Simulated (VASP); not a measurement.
The system is MgSn3S6.

```
Mg Sn S
1.0
     6.26943    0.00000    0.00000
    -3.13472    5.42949    0.00000
     0.00000    0.00000    5.77761
Mg Sn S
1 3 6
Direct
  0.00000 0.00000 0.00000
  0.33333 0.66667 0.00000
  0.66667 0.33333 0.00000
  0.00000 0.00000 0.50000
  0.33340 0.00000 0.25000
  0.00000 0.33340 0.25000
  0.66660 0.66660 0.25000
  0.00000 0.66660 0.75000
  0.66660 0.00000 0.75000
  0.33340 0.33340 0.75000
```

The cell was built from a structure type or drawn by symmetry, and may not be a known phase.

```yaml
Program: VASP 6.6.1
Task: relaxation of cell and atoms
Functional: PBE
Potentials_or_basis: VASP PAW PBE potentials, release 64 (Mg, Sn_d, S)
Cutoff: 600 eV
k_mesh: 3 × 3 × 4
Occupations: gaussian, width 0.1 eV
Spin: no spin polarisation
```

At the start: pressure 14.9 GPa; volume 19.67 Å³/atom.

Q: Where does the relaxation end?

A: Over 11 steps the energy falls by 211.1 meV/atom and the volume is 24.63 Å³/atom (+25.3 %); space group P-31m (No. 162, to 0.1 Å) before and after.

Step by step:
```
step  energy change (eV)  largest force (eV/Å)  pressure (GPa)  volume (Å³)
   1              0.0000                0.3738           14.85       196.67
   2             -0.9950                1.0285           -5.10       253.20
   3             -1.3928                0.7174           -0.10       230.34
   4             -1.5565                0.6935           -0.08       231.82
   5             -1.9449                0.3289            0.40       236.10
   6             -1.8069                1.0275            3.52       244.01
   7             -2.0678                0.0893            1.38       239.07
   8             -2.0695                0.1843            1.57       239.64
   9             -2.0341                0.1728           -2.16       257.69
  10             -2.1069                0.0814           -0.12       247.04
  11             -2.1114                0.0325           -0.02       246.33
```

Final structure:
```cif
data_structure
_symmetry_space_group_name_H-M 'P 1'
_symmetry_Int_Tables_number 1
_cell_length_a 6.4696
_cell_length_b 6.4696
_cell_length_c 6.7957
_cell_angle_alpha 90.000
_cell_angle_beta 90.000
_cell_angle_gamma 120.000
_cell_volume 246.33
loop_
_atom_site_label
_atom_site_type_symbol
_atom_site_fract_x
_atom_site_fract_y
_atom_site_fract_z
_atom_site_occupancy
Mg1 Mg 0.00000 0.00000 0.00000 1
Sn1 Sn 0.33333 0.66667 0.00000 1
Sn2 Sn 0.66667 0.33333 0.00000 1
Sn3 Sn 0.00000 0.00000 0.50000 1
S1 S 0.34011 0.00000 0.21501 1
S2 S 0.00000 0.34011 0.21501 1
S3 S 0.65989 0.65989 0.21501 1
S4 S 0.00000 0.65989 0.78499 1
S5 S 0.65989 0.00000 0.78499 1
S6 S 0.34011 0.34011 0.78499 1
```

Caveat: the volume moved by over 15 % at a fixed basis, so the end points are rough.
